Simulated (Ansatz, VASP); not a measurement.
# One calculation of Na, two programs

```
CELL_PARAMETERS angstrom
9.27137 0.00000 0.00000
0.00000 3.65957 0.00000
0.00000 0.00000 9.05665
ATOMIC_POSITIONS crystal
Na 0.18077 0.25000 0.52434
Na 0.68077 0.25000 0.97566
Na 0.81923 0.75000 0.47566
Na 0.31923 0.75000 0.02434
Na 0.00710 0.25000 0.17996
Na 0.50710 0.25000 0.32004
Na 0.99290 0.75000 0.82004
Na 0.49290 0.75000 0.67996
```

Alike in both runs: functional PBE; k mesh 6 × 8 × 6; occupations gaussian, width 0.1 eV; no spin polarisation.

Ansatz relaxed the structure, and its values are those at the end. VASP's run is a single point on that final structure, the one shown.

```csv
,VASP,Ansatz
version,VASP 6.6.1,Ansatz 0.2.0
potentials or method,"VASP PAW PBE potentials, release 64 (Na_pv), cutoff 520 eV","scalar-relativistic, plane waves, PAW"
valence electrons in the cell,56,72
```

```tsv
	VASP	Ansatz	Ansatz less VASP
gap on the k mesh at the Fermi level (eV)	none	none	-
pressure (GPa)	0.0	0.0	0.00
```

A gap of «none» marks a metal or a gap that the smearing closes. The functional is the same, so the differences come from potentials, cutoffs and numerics. VASP's potentials hold 56 valence electrons a cell and Ansatz's 72, so a difference there can come from the potentials and not from the codes.
